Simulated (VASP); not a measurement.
# P (Cmce) in VASP: a series of runs, part 2 of 2

VASP 6.6.1. The steps go on from the part before.

**4. Single point, LDA (volume scaled by 0.98)**

The input, INCAR:

```
SYSTEM = P
  ALGO = Normal
  EDIFF = 1E-6
  ENCUT = 520
  GGA = CA
  ISIF = 2
  ISMEAR = -1
  LASPH = .True.
  LCHARG = .True.
  LELF = .True.
  LREAL = .False.
  LVHAR = .True.
  LWAVE = .False.
  NBANDS = 18
  NELM = 60
  PREC = Accurate
  SIGMA = 0.05
```

The input, KPOINTS:

```
k-points
0
Gamma
  8 8 6
  0 0 0
```

The input, POSCAR:

```
P
1.0
    1.6366841122     -5.4283585144      0.0000000000
    1.6366841122      5.4283585144      0.0000000000
    0.0000000000      0.0000000000      4.5131404726
P
4
Direct
    0.9041431300      0.0958568700      0.5888151700
    0.0958568700      0.9041431300      0.4111848300
    0.5958568700      0.4041431300      0.0888151700
    0.4041431300      0.5958568700      0.9111848300
```

Command:

```
cat potpaw_LDA.64/P/POTCAR > POTCAR
mpirun -np 1 vasp_std > vasp.out
```

It took 1.8 min on 1 thread of Intel Xeon 6975P-C, shared host; peak memory 0.24 GiB.

Results (log left out):

* Free energy: -23.9977 eV
* Pressure: -0.9 GPa
* Largest force: 0.313 eV/Å
* Band gap on the k mesh: 0.04 eV, direct

Forces on the atoms (eV/Å):
```
P    0.000  0.167 -0.264
P    0.000 -0.167  0.264
P    0.000 -0.167 -0.264
P    0.000  0.167  0.264
```

Stress tensor (GPa, compression positive):
```
-1.10  0.00  0.00
 0.00 -0.66  0.00
 0.00  0.00 -0.88
```

Levels at points of the mesh, in eV from the valence-band top:
```
           k point  band 8  band 9  band 10  band 11  band 12  band 13
(0.00, 0.00, 0.00)   -2.90   -2.60    -1.25     0.48     0.93     1.87
(0.50, 0.00, 0.00)   -3.44   -2.69    -2.69     0.56     0.56     1.35
(0.50, 0.50, 0.00)   -2.43   -1.63     0.00     0.04     0.70     2.11
(0.00, 0.00, 0.50)   -3.32   -1.67    -1.67     1.42     1.42     2.88
(0.50, 0.00, 0.50)   -5.39   -1.83    -1.83     1.56     1.56     3.41
(0.50, 0.50, 0.50)   -2.81   -1.99    -1.99     1.36     1.36     2.51
```

Caveat: the cell differs from its parent crystal (volume scaled by 0.98).

**5. Single point, LDA**

This run uses another cell than the first one, of 20.46 Å³/atom, 1.064 times its volume.

The input, INCAR:

```
PREC = Accurate
ENCUT = 520
EDIFF = 1E-6
ISMEAR = -1
SIGMA = 0.05
LREAL = False
LASPH = True
NELM = 60
ALGO = Normal
ISIF = 2
LWAVE = False
LCHARG = True
LELF = True
LVHAR = True
NBANDS = 18
```

The input, KPOINTS:

```
regular mesh
0
Gamma
  8 8 6
```

The input, POSCAR:

```
P
1.0
    1.6477431241     -5.4650377251      0.0000000000
    1.6477431241      5.4650377251      0.0000000000
    0.0000000000      0.0000000000      4.5436355900
P
4
Direct
    0.9041431300      0.0958568700      0.5888151700
    0.0958568700      0.9041431300      0.4111848300
    0.5958568700      0.4041431300      0.0888151700
    0.4041431300      0.5958568700      0.9111848300
```

Command:

```
cat potpaw_LDA.64/P/POTCAR > POTCAR
mpirun -np 1 vasp_std > vasp.out
```

Run time: 1.8 min. Hardware: 1 thread of Intel Xeon 6975P-C, shared host; peak memory 0.24 GiB.

The run converged. Its results:

| Quantity | Value |
| --- | --- |
| Free energy | -23.9813 eV |
| Pressure | -2.4 GPa |
| Largest force | 0.157 eV/Å |
| Band gap on the k mesh | 0.01 eV, direct |

Forces in eV/Å, atoms in the order of the input:
```
P    0.000  0.034 -0.153
P    0.000 -0.034  0.153
P    0.000 -0.034 -0.153
P    0.000  0.034  0.153
```

Stress tensor (GPa, compression positive):
```
-2.97  0.00  0.00
 0.00 -1.84  0.00
 0.00  0.00 -2.27
```

Levels at points of the mesh, in eV from the valence-band top:
```csv
k point,band 6,band 7,band 8,band 9,band 10,band 11,band 12,band 13,band 14,band 15
"(0.00, 0.00, 0.00)",-4.94,-4.09,-2.86,-2.59,-1.24,0.48,0.92,1.80,2.76,5.32
"(0.50, 0.00, 0.00)",-5.62,-3.41,-3.41,-2.68,-2.68,0.54,0.54,1.36,1.36,3.22
"(0.50, 0.50, 0.00)",-5.50,-4.18,-2.43,-1.62,0.00,0.01,0.68,2.02,2.65,5.00
"(0.00, 0.00, 0.50)",-4.46,-3.30,-3.30,-1.68,-1.68,1.34,1.34,2.83,2.83,4.50
"(0.50, 0.00, 0.50)",-5.70,-5.35,-5.35,-1.83,-1.83,1.54,1.54,3.35,3.35,4.82
"(0.50, 0.50, 0.50)",-3.32,-2.80,-2.80,-2.01,-2.01,1.31,1.31,2.44,2.44,3.08
```

A k mesh can miss the band edges.

**6. Single point, LDA (volume scaled by 1.02)**

INCAR, as its differences from that of step 5:

```diff
@@ -2,3 +2,3 @@
 ENCUT = 520
-EDIFF = 1E-6
+EDIFF = 1E-7
 ISMEAR = -1
@@ -7,3 +7,3 @@
 LASPH = True
-NELM = 60
+NELM = 80
 ALGO = Normal
```

The input, KPOINTS:

```
Automatic mesh
0
Gamma
  8 8 6
```

The input, POSCAR:

```
P
1.0
    1.6586556482     -5.5012310827      0.0000000000
    1.6586556482      5.5012310827      0.0000000000
    0.0000000000      0.0000000000      4.5737267689
P
4
Direct
    0.9041431300      0.0958568700      0.5888151700
    0.0958568700      0.9041431300      0.4111848300
    0.5958568700      0.4041431300      0.0888151700
    0.4041431300      0.5958568700      0.9111848300
```

Potentials or basis: VASP PAW LDA potentials, release 64 (P).

Command:

```
cat potpaw_LDA.64/P/POTCAR > POTCAR
mpirun -np 1 vasp_std > vasp.out
```

It took 2.2 min on 1 thread of Intel Xeon 6975P-C, shared host; peak memory 0.26 GiB.

It converged, with:

```
Free energy            : -23.9506 eV
Pressure               : -3.7 GPa
Largest force          : 0.103 eV/Å
Band gap on the k mesh : 0.02 eV, direct
```

Forces in eV/Å, atoms in the order of the input:
```
P    0.000 -0.090 -0.050
P    0.000  0.090  0.050
P    0.000  0.090 -0.050
P    0.000 -0.090  0.050
```

Stress tensor (GPa, compression positive):
```
-4.64  0.00  0.00
 0.00 -2.90  0.00
 0.00  0.00 -3.52
```

Levels at points of the mesh, in eV from the valence-band top:
```csv
k point,band 7,band 8,band 9,band 10,band 11,band 12,band 13,band 14
"(0.00, 0.00, 0.00)",-4.03,-2.80,-2.57,-1.22,0.49,0.92,1.76,2.71
"(0.50, 0.00, 0.00)",-3.36,-3.36,-2.65,-2.65,0.54,0.54,1.37,1.37
"(0.50, 0.50, 0.00)",-4.13,-2.41,-1.59,0.00,0.02,0.69,1.96,2.61
"(0.00, 0.00, 0.50)",-3.26,-3.26,-1.67,-1.67,1.28,1.28,2.79,2.79
"(0.50, 0.00, 0.50)",-5.28,-5.28,-1.81,-1.81,1.54,1.54,3.30,3.30
"(0.50, 0.50, 0.50)",-2.77,-2.77,-2.00,-2.00,1.28,1.28,2.39,2.39
```

Caveat: the cell differs from its parent crystal (volume scaled by 1.02). A k mesh can miss the band edges.

**7. The runs side by side**

```csv
cell,gap on the mesh (eV),pressure (GPa),largest force (eV/Å)
"a = 5.592, b = 5.592, c = 4.451 Å, angles 90.0, 90.0, 146.4°, 4 atoms",0.07,2.6,0.69
"a = 5.631, b = 5.631, c = 4.482 Å, angles 90.0, 90.0, 146.4°, 4 atoms",0.06,0.8,0.49
"a = 5.670, b = 5.670, c = 4.513 Å, angles 90.0, 90.0, 146.4°, 4 atoms",0.04,-0.9,0.31
"a = 5.708, b = 5.708, c = 4.544 Å, angles 90.0, 90.0, 146.4°, 4 atoms",0.01,-2.4,0.16
"a = 5.746, b = 5.746, c = 4.574 Å, angles 90.0, 90.0, 146.4°, 4 atoms",0.02,-3.7,0.10
```

Alike in all rows: task single point; level LDA; potentials or basis VASP PAW LDA potentials, release 64 (P); no spin polarisation; k mesh 8 × 8 × 6; cutoff (eV) 520; smearing fermi-dirac 0.05 eV.

Absolute energies hang on the potentials; compare differences alone.
